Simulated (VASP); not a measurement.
# Zr (Im-3m) in VASP: a series of runs

Runs on Zr. Level: PBEsol. Tasks: single point.

Program: VASP 6.6.1. These are calculated values, not measurements. Logs are shortened: lines on timing, memory, paths and dates and some standing lists are left out, and cuts for length are marked.

**1. The cell of the first run**

Symmetry: Im-3m, No. 229, cubic system. Conventional cell: a = 3.379 Å, b = 3.379 Å, c = 3.379 Å, α = 90.00°, β = 90.00°, γ = 90.00°. Within 3.9 Å of Zr (site symmetry m-3m) lie 14 Zr at 2.93 to 3.38 Å.

**2. Single point, PBEsol (volume scaled by 0.88)**

Contents of INCAR:

```
PREC = Accurate
ENCUT = 520
EDIFF = 1E-6
ISMEAR = -1
SIGMA = 0.1
LREAL = False
LASPH = True
NELM = 60
ALGO = Normal
ISIF = 2
LWAVE = False
LCHARG = False
GGA = PS
NBANDS = 12
```

Contents of KPOINTS:

```
regular mesh
0
Gamma
  14 14 14
```

Contents of POSCAR:

```
Zr
1.0
   -1.6895003523      1.6895003523      1.6895003523
    1.6895003523     -1.6895003523      1.6895003523
    1.6895003523      1.6895003523     -1.6895003523
Zr
1
Direct
    0.0000000000      0.0000000000      0.0000000000
```

Potentials or basis: VASP PAW PBE potentials, release 64 (Zr_sv).

On the command line:

```bash
> cat potpaw_PBE.64/Zr_sv/POTCAR > POTCAR
> mpirun -np 1 vasp_std > vasp.out
```

OUTCAR:

```text
PREC = Accurate
   ENCUT = 520
   EDIFF = 1E-6
   ISMEAR = -1
   LREAL = False
   LASPH = True
   NELM = 60
   ISIF = 2
   GGA = PS

 ion  position               nearest neighbor table
   1  0.000  0.000  0.000-

  LATTYP: Found a body centered cubic cell.
 ALAT       =     3.3790007046

  Lattice vectors:

 A1 = (  -1.6895003523,   1.6895003523,   1.6895003523)
 A2 = (   1.6895003523,  -1.6895003523,   1.6895003523)
 A3 = (   1.6895003523,   1.6895003523,  -1.6895003523)

Analysis of symmetry for initial positions (statically):
=====================================================================
 Subroutine PRICEL returns:
 Original cell was already a primitive cell.

 Routine SETGRP: Setting up the symmetry group for a
 body centered cubic supercell.

 Subroutine GETGRP returns: Found 48 space group operations
 (whereof 48 operations were pure point group operations)
 out of a pool of 48 trial point group operations.

The static configuration has the point symmetry O_h .

Analysis of symmetry for dynamics (positions and initial velocities):
=====================================================================
 Subroutine PRICEL returns:
 Original cell was already a primitive cell.

 Routine SETGRP: Setting up the symmetry group for a
 body centered cubic supercell.

 Subroutine GETGRP returns: Found 48 space group operations
 (whereof 48 operations were pure point group operations)
 out of a pool of 48 trial point group operations.

The dynamic configuration has the point symmetry O_h .

 Subroutine INISYM returns: Found 48 space group operations
 (whereof 48 operations are pure point group operations),
 and found     1 'primitive' translations

----------------------------------------------------------------------------------------

                                     Primitive cell

  volume of cell :      19.2901

  direct lattice vectors                    reciprocal lattice vectors
    -1.689500352  1.689500352  1.689500352     0.000000000  0.295945484  0.295945484
     1.689500352 -1.689500352  1.689500352     0.295945484  0.000000000  0.295945484
     1.689500352  1.689500352 -1.689500352     0.295945484  0.295945484  0.000000000

  length of vectors
     2.926300450  2.926300450  2.926300450     0.418530118  0.418530118  0.418530118
[... 77 lines left out ...]
   ENCUT  =  520.0 eV  38.22 Ry    6.18 a.u.   5.44  5.44  5.44*2*pi/ulx,y,z
   NELM   =     60;   NELMIN=  2; NELMDL= -5     # of ELM steps
   EDIFF  = 0.1E-05   stopping-criterion for ELM
   LREAL  =      F    real-space projection
   EDIFFG = 0.1E-04   stopping-criterion for IOM
   NSW    =      0    number of steps for IOM
   IBRION =     -1    ionic relax: 0-MD 1-quasi-New 2-CG
   NFREE  =      0    steps in history (QN), initial steepest desc. (CG)
   ISIF   =      2    stress and relaxation
   ISYM   =      2    0-nonsym 1-usesym 2-fastsym
   POTIM  = 0.5000    time-step for ionic-motion
   TEBEG  =    0.0;   TEEND  =   0.0 temperature during run
   PSTRESS=    0.0 pullay stress
   NELECT =      12.0000    total number of electrons
   NUPDOWN=      -1.0000    fix difference up-down
   EMIN   =  10.00;   EMAX   =-10.00  energy-range for DOS
   EFERMI =   0.00;   METHOD = LEGACY
   ISMEAR =    -1;   SIGMA  =   0.10  broadening in eV -4-tet -1-fermi 0-gaus
   EFERMI_NEDOS =   21; number of points for ismear=-14 and -15
   IALGO  =     38    algorithm
   IMIX   =      4    mixing-type and parameters
     AMIX     =   0.40;   BMIX     =  1.00
     AMIX_MAG =   1.60;   BMIX_MAG =  1.00
  volume/ion in A,a.u.               =      19.29       130.18
  Fermi-wavevector in a.u.,A,eV,Ry     =   1.397517  2.640923 26.572893  1.953053
  Thomas-Fermi vector in A             =   2.520765
   LORBIT       =      0    0 simple, 1 ext, 2 COOP (PROOUT), +10 PAW based schemes
   GGA     = PS    functional components
   LHFCALC =     F    Hartree Fock is set to
   AEXX    =    0.0000 exact exchange contribution
   IVDW    =     0    specifies the selected vdW correction
   LEPSILON=     F    determine dielectric tensor
   LRPA    =     F    only Hartree local field effects (RPA)
 non-spin polarized calculation
  energy-cutoff  :      520.00
  volume of cell :       19.29
 maximum number of plane-waves:       539
 NGX is ok and might be reduce to    24
   NGX = 11   NGY = 11   NGZ = 11

 number of electron      12.0000000 magnetization

 Free energy of the ion-electron system (eV)
  ---------------------------------------------------
  ext. energy  EPLUGINS =         0.00000000
  ---------------------------------------------------
  free energy    TOTEN  =        -8.93564900 eV

  energy without entropy =       -8.89270950  energy(sigma->0) =       -8.91417925

 E-fermi :  10.7757     XC(G=0): -12.0873

 val. band max:       10.7730493896   @ k =   0.2143   0.0714   0.0714
 cond. band min:      10.8178352620   @ k =   0.2143   0.1429  -0.0000
 fundamental gap:      0.0447858724
 Fermi energy:        10.7757279494

 k-point     1 :       0.0000    0.0000    0.0000
  band No.  band energies     occupation
      1     -37.2952      2.00000
      2     -14.4526      2.00000
      3     -14.4526      2.00000
      4     -14.4526      2.00000
      5       5.2111      2.00000
      6      11.9862      0.00001
      7      11.9862      0.00001
      8      11.9862      0.00001
      9      15.0163      0.00000
     10      15.0163      0.00000
     11      23.7965      0.00000
     12      23.7965      0.00000
[... 331 lines left out ...]
 k-point    24 :       0.3571    0.2857    0.0000
  band No.  band energies     occupation
      1     -36.9314      2.00000
      2     -15.7865      2.00000
      3     -15.5208      2.00000
      4     -14.6698      2.00000
      5       9.0408      2.00000
      6      10.1932      1.99411
      7      10.8342      0.71549
      8      15.3062      0.00000
      9      15.8721      0.00000
     10      21.2539      0.00000
     11      21.8528      0.00000
     12      23.4219      0.00000

 [... further k-points ...]
[... 5 lines left out ...]
  --------------------------------------------------------------------------------------
  -------------------------------------------------------------------------------------
  Total        1.7315295      1.7315295      1.7315295     -0.0000000     -0.0000000      0.0000000
  in kB      143.8154809    143.8154809    143.8154809     -0.0000000     -0.0000000      0.0000000
  external PRESSURE =     143.8154809 kB  Pullay stress =       0.0000000 kB

 VOLUME and BASIS-vectors are now :
 -----------------------------------------------------------------------------
  energy-cutoff  :      520.00
  volume of cell :       19.29
      direct lattice vectors                 reciprocal lattice vectors
    -1.689500352  1.689500352  1.689500352     0.000000000  0.295945484  0.295945484
     1.689500352 -1.689500352  1.689500352     0.295945484  0.000000000  0.295945484
     1.689500352  1.689500352 -1.689500352     0.295945484  0.295945484  0.000000000

 POSITION                                       TOTAL-FORCE (eV/Angst)
 -----------------------------------------------------------------------------------
      0.00000      0.00000      0.00000         0.000000      0.000000     -0.000000
 -----------------------------------------------------------------------------------
    total drift:                                0.000000      0.000000      0.000000

  FREE ENERGIE OF THE ION-ELECTRON SYSTEM (eV)
  ---------------------------------------------------
  free  energy   TOTEN  =        -8.9356489974 eV

  energy  without entropy=       -8.8927095016  energy(sigma->0) =       -8.91417925
```

OSZICAR:

```text
N       E                     dE             d eps       ncg     rms          rms(c)
DAV:   1     0.871428532507E+02    0.87143E+02   -0.71470E+03  2496   0.102E+03
DAV:   2    -0.622642229710E+01   -0.93369E+02   -0.90699E+02  2884   0.279E+02
DAV:   3    -0.913994564546E+01   -0.29135E+01   -0.28749E+01  3656   0.412E+01
DAV:   4    -0.919741222789E+01   -0.57467E-01   -0.57428E-01  2888   0.570E+00
DAV:   5    -0.919896116621E+01   -0.15489E-02   -0.15489E-02  3428   0.683E-01    0.154E+01
DAV:   6    -0.896870884990E+01    0.23025E+00   -0.32453E-01  2828   0.533E+00    0.682E+00
DAV:   7    -0.893245307275E+01    0.36256E-01   -0.17358E-01  3092   0.377E+00    0.820E-01
DAV:   8    -0.893565194643E+01   -0.31989E-02   -0.11444E-02  2836   0.126E+00    0.291E-02
DAV:   9    -0.893565520460E+01   -0.32582E-05   -0.31765E-04  3040   0.144E-01    0.219E-02
DAV:  10    -0.893565321208E+01    0.19925E-05   -0.96915E-06  2960   0.315E-02    0.651E-03
DAV:  11    -0.893564910702E+01    0.41051E-05   -0.12319E-06  2048   0.133E-02    0.181E-03
DAV:  12    -0.893564899742E+01    0.10960E-06   -0.13677E-07  1428   0.361E-03
   1 F= -.89356490E+01 E0= -.89141792E+01  d E =-.429395E-01
```

stdout:

```text
POSCAR found type information on POSCAR Zr
 POSCAR found :  1 types and       1 ions
 scaLAPACK will be used
 -----------------------------------------------------------------------------
|                                                                             |
|                                                                             |
|     You enforced a specific xc type in the INCAR file but a different       |
|     I HOPE YOU KNOW WHAT YOU ARE DOING!                                     |
|                                                                             |
 -----------------------------------------------------------------------------

 LDA part: xc-table for (Slater+PW92), standard interpolation
 POSCAR, INCAR and KPOINTS ok, starting setup
 FFT: planning ... GRIDC
 FFT: planning ... GRID_SOFT
 FFT: planning ... GRID
 WAVECAR not read
 entering main loop
```

It took 6.8 s on 1 thread of Intel Xeon 6975P-C (Granite Rapids), shared host; peak memory 0.15 GiB.

What came out:

```
Free energy            : -8.9356 eV
Pressure               : 14.4 GPa
Band gap on the k mesh : zero (band 6 reaches 11.99 eV, above the bottom of band 7 at 10.06 eV)
```

Levels at points of the mesh, in eV from the Fermi level:
```
           k point  band 3  band 4  band 5  band 6  band 7  band 8  band 9  band 10
(0.00, 0.00, 0.00)  -25.23  -25.23   -5.56    1.21    1.21    1.21    4.24     4.24
(0.50, 0.00, 0.00)  -25.76  -25.25   -3.34   -1.04    2.61    4.36    5.18     7.91
(0.50, 0.50, 0.50)  -26.39  -26.39   -3.39   -3.39    7.00    7.00    7.00     8.99
```

Caveat: the PAW data sets were made with another functional, which shifts forces and pressure a little.

(Continued in part 2 of 2.)
